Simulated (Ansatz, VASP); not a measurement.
# SnO2 in VASP and in Ansatz

```
CELL_PARAMETERS angstrom
3.23734 1.86908 4.29084
-3.23734 1.86908 4.29084
0.00000 -3.73816 4.29084
ATOMIC_POSITIONS crystal
Sn 0.86117 0.86659 0.86659
Sn 0.36120 0.36659 0.86659
Sn 0.36120 0.86659 0.36659
Sn 0.86118 0.36659 0.36659
O 0.13453 0.61447 0.61447
O 0.63454 0.11452 0.61449
O 0.63454 0.61449 0.11452
O 0.62173 0.60174 0.60174
O 0.13454 0.11451 0.11451
O 0.12176 0.10169 0.60171
O 0.12176 0.60171 0.10169
O 0.62176 0.10172 0.10172
```

Change from the starting cell: mode 20 frozen in at +0.075 Å and mode 26 at +0.000 Å (largest displacements).

Alike in both runs: task single point; functional PBE; dispersion D3(BJ); k mesh 6 × 6 × 6; occupations gaussian, width 0.05 eV; no spin polarisation.

|  | VASP | Ansatz |
| --- | --- | --- |
| version | VASP 6.6.1 | Ansatz 0.2.0 |
| potentials or method | VASP PAW PBE potentials, release 64 (Sn_d, O), cutoff 520 eV | scalar-relativistic, plane waves, PAW |
| valence electrons in the cell | 104 | 104 |

```csv
,VASP,Ansatz,Ansatz less VASP
gap on the k mesh at the Fermi level (eV),1.54,1.56,+0.020
least direct gap on the mesh (eV),1.54,1.56,+0.020
pressure (GPa),1.7,1.1,-0.69
"traceless stress, the component that is largest in VASP (GPa)",-0.92,-0.90,+0.018
rms of the force components (eV/Å),0.584,0.565,-0.0188
```

Atom by atom the forces differ by 0.032 eV/Å (rms over components).
